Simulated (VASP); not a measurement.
Input of a VASP 6.6.1 run:

The input POSCAR:

```
CuO2
1.0
    0.0000000000      2.5643886991      2.5643886991
    2.5643886991      0.0000000000      2.5643886991
    2.5643886991      2.5643886991      0.0000000000
Cu O
1 2
Direct
    0.0000000000      0.0000000000      0.0000000000
    0.2500000000      0.2500000000      0.2500000000
    0.7500000000      0.7500000000      0.7500000000
```

INCAR.step1

```
SYSTEM = CuO2
ALGO = Normal
EDIFF = 1E-4
ENCUT = 520
GGA = PE
ISMEAR = 0
ISPIN = 2
LASPH = .TRUE.
LCHARG = .FALSE.
LDAU = .TRUE.
LDAUJ = 0 0
LDAUL = 2 -1
LDAUTYPE = 2
LDAUU = 4 0
LMAXMIX = 4
LREAL = .FALSE.
LWAVE = .TRUE.
MAGMOM = 1 0 0
NBANDS = 22
NELM = 150
PREC = Accurate
SIGMA = 0.1
```

The input INCAR.step2:

```
SYSTEM = CuO2
ALGO = Normal
EDIFF = 1E-6
ENCUT = 520
ISIF = 2
ISMEAR = 0
ISPIN = 2
ISTART = 1
LASPH = .TRUE.
LCHARG = .TRUE.
LDAU = .TRUE.
LDAUJ = 0 0
LDAUL = 2 -1
LDAUPRINT = 1
LDAUTYPE = 2
LDAUU = 4 0
LELF = .TRUE.
LMAXMIX = 4
LMIXTAU = .TRUE.
LORBIT = 11
LREAL = .FALSE.
LVHAR = .TRUE.
LWAVE = .FALSE.
MAGMOM = 1 0 0
METAGGA = R2SCAN
NBANDS = 22
NELM = 150
PREC = Accurate
SIGMA = 0.1
```

Contents of KPOINTS:

```
k-points
0
G
  14 14 14
  0 0 0
```

Potentials or basis: VASP PAW PBE potentials, release 64 (Cu, O).

Launch:

```sh
$ cat potpaw_PBE.64/Cu/POTCAR potpaw_PBE.64/O/POTCAR > POTCAR
$ cp INCAR.step1 INCAR
$ mpirun -np 1 vasp_std > vasp.out
$ cp INCAR.step2 INCAR
$ mpirun -np 1 vasp_std > vasp.out
```

Question: What does it give for the site moments?

Answer: Cu +0.65; O +1.06 μB.

Question: Estimate the band gap on the k mesh.

Answer: Zero (filled and empty bands overlap).

Eigenvalues of the final occupation matrices:
```tsv
site	spin	trace	eigenvalues
site 1 d	1	4.93	0.97 0.97 0.99 0.99 0.99
site 1 d	2	4.20	0.76 0.76 0.76 0.96 0.96
```

Caveat: the cell stands under tension; a cell with one magnetic atom can't hold antiferromagnetic order, which such compounds often take.
